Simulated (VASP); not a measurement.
Input of a VASP 6.6.1 run:

The input INCAR:

```
PREC     = Accurate       # precision mode
ENCUT    = 520            # plane-wave cutoff, eV
EDIFF    = 1E-6           # SCF threshold, eV
ISMEAR   = 0              # smearing method
SIGMA    = 0.15           # smearing width, eV
LREAL    = F              # projectors in reciprocal space
LASPH    = T              # aspherical terms in the spheres
NELM     = 100            # most SCF steps
ALGO     = Fast           # electronic algorithm
ISIF     = 2              # what is computed and relaxed
LWAVE    = F              # write WAVECAR
LCHARG   = F              # write CHGCAR
GGA      = PS             # functional
NBANDS   = 13             # bands
```

KPOINTS

```
Automatic mesh
0
Gamma
  18 18 18
```

Contents of POSCAR:

```
Sn
1.0
   -1.8946518192      1.8946518192      2.0841170011
    1.8946518192     -1.8946518192      2.0841170011
    1.8946518192      1.8946518192     -2.0841170011
Sn
1
Direct
    0.0000000000      0.0000000000      0.0000000000
```

Potentials or basis: VASP PAW PBE potentials, release 64 (Sn_d).

The run is started by

```console
$ cat potpaw_PBE.64/Sn_d/POTCAR > POTCAR
$ mpirun -np 1 vasp_std > vasp.out
```

Task: What does it give for the pressure?

Result: -5.4 GPa.

Task: Estimate the band gap on the k mesh.

Result: Zero (band 7 reaches 13.71 eV, above the bottom of band 8 at 4.74 eV).

Stress tensor (GPa, compression positive):
```
-5.61  0.00  0.00
 0.00 -5.61  0.00
 0.00  0.00 -4.95
```

Caveat: the cell differs from its parent crystal (strain +0.1000 x Voigt [0, 0, 1, 0, 0, 0]); the PAW data sets were made with another functional, which shifts forces and pressure a little; spin-orbit coupling is left out, which moves the levels of the heavy elements.
